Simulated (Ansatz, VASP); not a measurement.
CO2 in VASP and in Ansatz

```
C O
1.0
     4.22721    0.00000    0.00000
     0.00000    4.22721    0.00000
     0.00000    0.00000    4.68777
C O
2 4
Direct
  0.50000 0.50000 0.50000
  0.00000 0.00000 0.00000
  0.30483 0.69517 0.50000
  0.69517 0.30483 0.50000
  0.19517 0.19517 0.00000
  0.80483 0.80483 0.00000
```

Alike in both runs: task single point; functional r2SCAN; k mesh 6 × 6 × 6; occupations gaussian, width 0.05 eV; no spin polarisation.

```csv
,VASP,Ansatz
version,VASP 6.6.1,Ansatz 0.2.0
potentials or method,"VASP PAW PBE potentials, release 64 (C_h, O_h), cutoff 910 eV","scalar-relativistic, plane waves, PAW"
valence electrons in the cell,32,32
```

```csv
,VASP,Ansatz,Ansatz less VASP
gap on the k mesh at the Fermi level (eV),7.20,7.19,-0.011
rms of the force components (eV/Å),0.375,0.337,-0.0383
```

VASP's potentials were made for PBE, not for r2SCAN. Atom by atom the forces differ by 0.038 eV/Å (rms over components). The functional is the same, so the differences come from potentials, cutoffs and numerics.

Noted on VASP's run: the cutoff is under 1.25 times that of the potentials, so the pressure is a little rough.
